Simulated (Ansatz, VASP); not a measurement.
**C in VASP and in Ansatz**

```
C
1.0
     1.77695    0.00000    0.00000
     0.00000    1.77695    0.00000
     0.00000    0.00000    1.77695
C
1
Cartesian
  0.0000 0.0000 0.0000
```

Alike in both runs: functional r2SCAN; k mesh 30 × 30 × 30; occupations gaussian, width 0.1 eV; no spin polarisation.

Ansatz relaxed the structure, and its values are those at the end. VASP's run is a single point on that final structure, the one shown.

```csv
,VASP,Ansatz
version,VASP 6.6.1,Ansatz 0.2.0
potentials or method,"VASP PAW PBE potentials, release 64 (C), cutoff 520 eV","scalar-relativistic, plane waves, PAW"
valence electrons in the cell,4,4
```

|  | VASP | Ansatz | Ansatz less VASP |
| --- | --- | --- | --- |
| gap on the k mesh at the Fermi level (eV) | none | none | - |
| pressure (GPa) | 0.6 | 0.0 | -0.63 |

VASP's potentials were made for PBE, not for r2SCAN. A gap of «none» marks a metal or a gap that the smearing closes.
